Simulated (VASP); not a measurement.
# Cu in VASP: a series of runs, part 2 of 2

VASP 6.6.1.

**3. Single point, PBEsol (strain +0.050 along x and y, +0.050 along z)**

Input file INCAR:

```
PREC     = Accurate       # precision mode
ENCUT    = 520            # plane-wave cutoff, eV
EDIFF    = 1E-6           # SCF threshold, eV
ISMEAR   = 0              # smearing method
SIGMA    = 0.15           # smearing width, eV
LREAL    = False          # projectors in reciprocal space
LASPH    = True           # aspherical terms in the spheres
NELM     = 100            # most SCF steps
ALGO     = Normal         # electronic algorithm
ISIF     = 2              # what is computed and relaxed
LWAVE    = False          # write WAVECAR
LCHARG   = False          # write CHGCAR
GGA      = PS             # functional
NBANDS   = 12             # bands
```

Input file KPOINTS:

```
regular mesh
0
Gamma
  22 22 22
```

Input file POSCAR:

```
Cu
1.0
    0.0000000000      1.8978750000      1.8978750000
    1.8978750000      0.0000000000      1.8978750000
    1.8978750000      1.8978750000      0.0000000000
Cu
1
Direct
    0.0000000000      0.0000000000      0.0000000000
```

Potentials or basis: VASP PAW PBE potentials, release 64 (Cu).

The run is started by

```console
cat potpaw_PBE.64/Cu/POTCAR > POTCAR
mpirun -np 1 vasp_std > vasp.out
```

OUTCAR:

```text
PREC = Accurate
   ENCUT = 520
   EDIFF = 1E-6
   ISMEAR = 0
   LREAL = False
   LASPH = True
   NELM = 100
   ISIF = 2
   GGA = PS

 ion  position               nearest neighbor table
   1  0.000  0.000  0.000-

  LATTYP: Found a face centered cubic cell.
 ALAT       =     3.7957500000

  Lattice vectors:

 A1 = (   0.0000000000,   1.8978750000,   1.8978750000)
 A2 = (   1.8978750000,   0.0000000000,   1.8978750000)
 A3 = (   1.8978750000,   1.8978750000,   0.0000000000)

Analysis of symmetry for initial positions (statically):
=====================================================================
 Subroutine PRICEL returns:
 Original cell was already a primitive cell.

 Routine SETGRP: Setting up the symmetry group for a
 face centered cubic supercell.

 Subroutine GETGRP returns: Found 48 space group operations
 (whereof 48 operations were pure point group operations)
 out of a pool of 48 trial point group operations.

The static configuration has the point symmetry O_h .

Analysis of symmetry for dynamics (positions and initial velocities):
=====================================================================
 Subroutine PRICEL returns:
[... 167 lines left out ...]
      4       3.1124      2.00000
      5       3.7752      2.00000
      6       3.7752      2.00000
      7      27.1251      0.00000
      8      28.6490      0.00000
      9      28.6490      0.00000
     10      28.6490      0.00000
     11      31.0967      0.00000
     12      31.0967      0.00000
[... 331 lines left out ...]
 k-point    24 :      -0.4545    0.0455    0.0000
  band No.  band energies     occupation
      1       1.4114      2.00000
      2       3.0778      2.00000
      3       3.1129      2.00000
      4       4.0285      2.00000
      5       4.2057      2.00000
      6       5.1727      2.00000
      7       9.0764      0.00000
      8      24.3268      0.00000
      9      25.3953      0.00000
     10      25.6529      0.00000
     11      29.0911      0.00000
     12      29.8296      0.00000

 [... further k-points ...]

------------------------ aborting loop because EDIFF is reached ----------------------------------------

  FORCE on cell =-STRESS in cart. coord.  units (eV):
  Direction    XX          YY          ZZ          XY          YZ          ZX
  --------------------------------------------------------------------------------------
  -------------------------------------------------------------------------------------
  Total       -1.6354484     -1.6354484     -1.6354484      0.0000000      0.0000000      0.0000000
  in kB     -191.6525599   -191.6525599   -191.6525599      0.0000000      0.0000000      0.0000000
  external PRESSURE =    -191.6525599 kB  Pullay stress =       0.0000000 kB

 VOLUME and BASIS-vectors are now :
 -----------------------------------------------------------------------------
  energy-cutoff  :      520.00
  volume of cell :       13.67
      direct lattice vectors                 reciprocal lattice vectors
     0.000000000  1.897875000  1.897875000    -0.263452546  0.263452546  0.263452546
     1.897875000  0.000000000  1.897875000     0.263452546 -0.263452546  0.263452546
     1.897875000  1.897875000  0.000000000     0.263452546  0.263452546 -0.263452546

 POSITION                                       TOTAL-FORCE (eV/Angst)
 -----------------------------------------------------------------------------------
      0.00000      0.00000      0.00000         0.000000     -0.000000      0.000000
 -----------------------------------------------------------------------------------
    total drift:                                0.000000      0.000000      0.000000

  FREE ENERGIE OF THE ION-ELECTRON SYSTEM (eV)
  ---------------------------------------------------
  free  energy   TOTEN  =        -4.1460583390 eV

  energy  without entropy=       -4.1430265242  energy(sigma->0) =       -4.14454243
```

OSZICAR:

```text
N       E                     dE             d eps       ncg     rms          rms(c)
DAV:   1     0.426819952592E+02    0.42682E+02   -0.53208E+03  8516   0.145E+03
DAV:   2    -0.378251083907E+01   -0.46465E+02   -0.42928E+02  8072   0.197E+02
DAV:   3    -0.513290933987E+01   -0.13504E+01   -0.13371E+01  9352   0.397E+01
DAV:   4    -0.514183838751E+01   -0.89290E-02   -0.89279E-02  8912   0.285E+00
DAV:   5    -0.514193140507E+01   -0.93018E-04   -0.93016E-04  9516   0.298E-01    0.811E+00
DAV:   6    -0.474698157940E+01    0.39495E+00   -0.19678E+01  9368   0.805E+01    0.519E+00
DAV:   7    -0.415499434507E+01    0.59199E+00   -0.33194E+00  9348   0.338E+01    0.378E-01
DAV:   8    -0.414988592182E+01    0.51084E-02   -0.24440E-02  9824   0.306E+00    0.471E-01
DAV:   9    -0.414607769998E+01    0.38082E-02   -0.26264E-02  9508   0.269E+00    0.493E-02
DAV:  10    -0.414605652200E+01    0.21178E-04   -0.20826E-04 11924   0.246E-01    0.654E-03
DAV:  11    -0.414605857863E+01   -0.20566E-05   -0.94676E-07  6636   0.108E-02    0.251E-03
DAV:  12    -0.414605833899E+01    0.23963E-06   -0.58497E-07  5132   0.140E-02
   1 F= -.41460583E+01 E0= -.41445424E+01  d E =-.303181E-02
```

Wall time 31 s (1 thread of Intel Xeon Platinum 8375C at 2.90GHz (Ice Lake), shared host); peak memory 0.16 GiB.

Results:

* Free energy: -4.1461 eV
* Pressure: -19.2 GPa

Levels at points of the mesh, in eV from the Fermi level:
```csv
k point,band 3,band 4,band 5,band 6,band 7,band 8,band 9,band 10
"(0.00, 0.00, 0.00)",-2.60,-2.60,-1.94,-1.94,21.41,22.94,22.94,22.94
"(0.50, 0.00, 0.00)",-2.62,-1.48,-1.48,-0.62,3.08,19.86,19.86,19.98
"(0.50, 0.50, 0.00)",-1.50,-1.37,-1.37,1.58,6.14,11.96,11.96,16.14
```

Caveat: the cell differs from its parent crystal (strain +0.050 along x and y, +0.050 along z); the PAW data sets were made with another functional, which shifts forces and pressure a little.

**4. Single point, PBEsol (strain -0.050 along x and y, -0.025 along z)**

Input file INCAR:

```
PREC = Accurate
ENCUT = 520
EDIFF = 1E-6
ISMEAR = 0
SIGMA = 0.15
LREAL = False
LASPH = True
NELM = 100
ALGO = Normal
ISIF = 2
LWAVE = False
LCHARG = False
GGA = PS
NBANDS = 12
```

Input file KPOINTS:

```
Automatic mesh
0
Gamma
  22 22 22
```

Input file POSCAR:

```
Cu
1.0
    0.0000000000      1.7171250000      1.7623125000
    1.7171250000      0.0000000000      1.7623125000
    1.7171250000      1.7171250000      0.0000000000
Cu
1
Direct
    0.0000000000      0.0000000000      0.0000000000
```

The run is started by

```console
cat potpaw_PBE.64/Cu/POTCAR > POTCAR
mpirun -np 1 vasp_std > vasp.out
```

Run time: 51 s. Hardware: 1 thread of Intel Xeon Platinum 8375C at 2.90GHz (Ice Lake), shared host; peak memory 0.2 GiB.

It converged, with:

| Item | Value |
| --- | --- |
| Free energy | -4.2581 eV |
| Pressure | 18.5 GPa |

Stress tensor (GPa, compression positive):
```
19.21  0.00  0.00
 0.00 19.21  0.00
 0.00  0.00 16.96
```

Levels at points of the mesh, in eV from the Fermi level:
```tsv
k point	band 2	band 3	band 4	band 5	band 6	band 7	band 8	band 9	band 10	band 11
(0.00, 0.00, 0.00)	-3.58	-3.42	-3.42	-2.54	-2.38	23.59	27.07	27.29	27.29	29.84
(0.50, 0.00, 0.00)	-3.59	-3.44	-1.80	-1.74	-1.45	4.41	21.84	23.78	24.52	26.52
(0.50, 0.50, 0.00)	-5.17	-1.78	-1.60	-1.60	0.94	7.54	14.48	14.48	19.28	22.85
(0.50, 0.00, 0.50)	-5.18	-1.79	-1.65	-1.54	1.55	8.26	13.81	13.83	18.72	22.27
```

Caveat: the cell differs from its parent crystal (strain -0.050 along x and y, -0.025 along z); the PAW data sets were made with another functional, which shifts forces and pressure a little.

**5. Single point, PBEsol (strain -0.050 along x and y, +0.000 along z)**

Input file INCAR:

```
SYSTEM = Cu
  PREC = Accurate
  ENCUT = 520
  EDIFF = 1E-7
  ISMEAR = 0
  SIGMA = 0.15
  LREAL = .FALSE.
  LASPH = .TRUE.
  NELM = 80
  ALGO = Fast
  ISIF = 2
  LWAVE = .FALSE.
  LCHARG = .FALSE.
  GGA = PS
  NBANDS = 12
```

Input file KPOINTS:

```
Automatic mesh
0
G
  22 22 22
  0 0 0
```

Input file POSCAR:

```
Cu
1.0
    0.0000000000      1.7171250000      1.8075000000
    1.7171250000      0.0000000000      1.8075000000
    1.7171250000      1.7171250000      0.0000000000
Cu
1
Direct
    0.0000000000      0.0000000000      0.0000000000
```

Potentials or basis: VASP PAW PBE potentials, release 64 (Cu).

The run is started by

```console
cat potpaw_PBE.64/Cu/POTCAR > POTCAR
mpirun -np 1 vasp_std > vasp.out
```

OUTCAR:

```text
SYSTEM = Cu
   PREC = Accurate
   ENCUT = 520
   EDIFF = 1E-7
   ISMEAR = 0
   LREAL = .FALSE.
   LASPH = .TRUE.
   NELM = 80
   ISIF = 2
   GGA = PS

 ion  position               nearest neighbor table
   1  0.000  0.000  0.000-

  LATTYP: Found a body centered tetragonal cell.
 ALAT       =     2.4283814633
 C/A-ratio  =     1.4886458551

  Lattice vectors:

 A1 = (  -1.7171250000,   0.0000000000,   1.8075000000)
 A2 = (   1.7171250000,   0.0000000000,   1.8075000000)
 A3 = (   0.0000000000,   1.7171250000,  -1.8075000000)
[... 540 lines left out ...]

 [... further k-points ...]

------------------------ aborting loop because EDIFF is reached ----------------------------------------

  FORCE on cell =-STRESS in cart. coord.  units (eV):
  Direction    XX          YY          ZZ          XY          YZ          ZX
  --------------------------------------------------------------------------------------
  -------------------------------------------------------------------------------------
  Total        0.9709206      0.9709206      0.6583920      0.0000000      0.0000000      0.0000000
  in kB      145.9426290    145.9426290     98.9653198      0.0000000      0.0000000      0.0000000
  external PRESSURE =     130.2835260 kB  Pullay stress =       0.0000000 kB

 VOLUME and BASIS-vectors are now :
 -----------------------------------------------------------------------------
  energy-cutoff  :      520.00
  volume of cell :       10.66
      direct lattice vectors                 reciprocal lattice vectors
     0.000000000  1.717125000  1.807500000    -0.291184393  0.291184393  0.276625173
     1.717125000  0.000000000  1.807500000     0.291184393 -0.291184393  0.276625173
     1.717125000  1.717125000  0.000000000     0.291184393  0.291184393 -0.276625173

 POSITION                                       TOTAL-FORCE (eV/Angst)
 -----------------------------------------------------------------------------------
      0.00000      0.00000      0.00000         0.000000     -0.000000      0.000000
 -----------------------------------------------------------------------------------
    total drift:                               -0.000000     -0.000000     -0.000000

  FREE ENERGIE OF THE ION-ELECTRON SYSTEM (eV)
  ---------------------------------------------------
  free  energy   TOTEN  =        -4.2801237184 eV

  energy  without entropy=       -4.2774894239  energy(sigma->0) =       -4.27880657
```

stdout:

```text
POSCAR found type information on POSCAR Cu
 POSCAR found :  1 types and       1 ions
 scaLAPACK will be used
 -----------------------------------------------------------------------------
|                                                                             |
|                                                                             |
|     You enforced a specific xc type in the INCAR file but a different       |
|     I HOPE YOU KNOW WHAT YOU ARE DOING!                                     |
|                                                                             |
 -----------------------------------------------------------------------------

 LDA part: xc-table for (Slater+PW92), standard interpolation
 POSCAR, INCAR and KPOINTS ok, starting setup
 FFT: planning ... GRIDC
 FFT: planning ... GRID_SOFT
 FFT: planning ... GRID
 WAVECAR not read
 entering main loop
WARNING in EDDRMM: call to ZHEGV failed, returncode =   6  3      8
WARNING in EDDRMM: call to ZHEGV failed, returncode =   6  3      9
WARNING in EDDRMM: call to ZHEGV failed, returncode =   6  3     10
WARNING in EDDRMM: call to ZHEGV failed, returncode =   6  3      9
WARNING in EDDRMM: call to ZHEGV failed, returncode =   6  3      9
```

Wall time 78 s (1 thread of Intel Xeon Platinum 8375C at 2.90GHz (Ice Lake), shared host); peak memory 0.21 GiB.

What came out:

* Free energy: -4.2801 eV
* Pressure: 13.0 GPa

Levels at points of the mesh, in eV from the Fermi level:
| k point | band 4 | band 5 | band 6 | band 7 | band 8 | band 9 |
| --- | --- | --- | --- | --- | --- | --- |
| (0.00, 0.00, 0.00) | -3.28 | -2.57 | -2.26 | 23.43 | 26.58 | 26.95 |
| (0.50, 0.00, 0.00) | -1.80 | -1.69 | -1.36 | 4.28 | 21.14 | 23.50 |
| (0.50, 0.50, 0.00) | -1.59 | -1.59 | 0.60 | 6.90 | 14.71 | 14.71 |
| (0.50, 0.00, 0.50) | -1.68 | -1.47 | 1.77 | 8.30 | 13.40 | 13.46 |

Caveat: the cell differs from its parent crystal (strain -0.050 along x and y, +0.000 along z); the PAW data sets were made with another functional, which shifts forces and pressure a little.

**6. Summary**

| cell | gap on the mesh (eV) | pressure (GPa) |
| --- | --- | --- |
| a = 2.620 Å, angles 60.0°, 1 atom | none | -14.0 |
| a = 2.684 Å, angles 60.0°, 1 atom | none | -19.2 |
| a = 2.461, b = 2.461, c = 2.428 Å, angles 60.4, 60.4, 59.1°, 1 atom | none | 18.5 |
| a = 2.493, b = 2.493, c = 2.428 Å, angles 60.9, 60.9, 58.3°, 1 atom | none | 13.0 |

Alike in all rows: task single point; level PBEsol; potentials or basis VASP PAW PBE potentials, release 64 (Cu); no spin polarisation; k mesh 22 × 22 × 22; cutoff (eV) 520; smearing gaussian 0.15 eV.

Caveats: the PAW data sets were made with another functional, which shifts forces and pressure a little.

Total energies depend on the potentials used, so only differences within one code and one set of settings carry meaning.
